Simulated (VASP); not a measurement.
Input of a VASP 6.6.1 run:

File INCAR:

```
ALGO = Normal
EDIFF = 1E-6
ENCUT = 520
GGA = PE
ISIF = 2
ISMEAR = 0
LASPH = T
LCHARG = F
LREAL = F
LWAVE = F
NBANDS = 18
NELM = 60
PREC = Accurate
SIGMA = 0.05
```

The input KPOINTS:

```
k-points
0
Gamma
  12 12 6
```

File POSCAR:

```
PtS2
1.0
    3.2738211094      0.0000000000      0.0000000000
   -1.6369105547      2.8352122482      0.0000000000
    0.0000000000      0.0000000000      6.5132670971
Pt S
1 2
Direct
    0.0000000000      0.0000000000      0.0000000000
    0.3333333333      0.6666666667      0.2167779411
    0.6666666667      0.3333333333      0.7832220589
```

Potentials or basis: VASP PAW PBE potentials, release 64 (Pt, S).

Launch:

```console
$ cat potpaw_PBE.64/Pt/POTCAR potpaw_PBE.64/S/POTCAR > POTCAR
$ mpirun -np 1 vasp_std > vasp.out
```

Predict the band gap on the k mesh.

1.02 eV (least direct gap 1.43 eV).

Estimate the largest force.

0.043 eV/Å.

Predict the pressure.

11.3 GPa.

Forces on the atoms (eV/Å):
```
Pt   0.000  0.000  0.000
S    0.000  0.000 -0.043
S    0.000  0.000  0.043
```

Caveat: the cell stands under pressure; spin-orbit coupling is left out, which moves the levels of the heavy elements; this functional lacks dispersion, which binds the layers, so the pressure and a relaxed spacing across them are unreliable. A k mesh can miss the band edges.
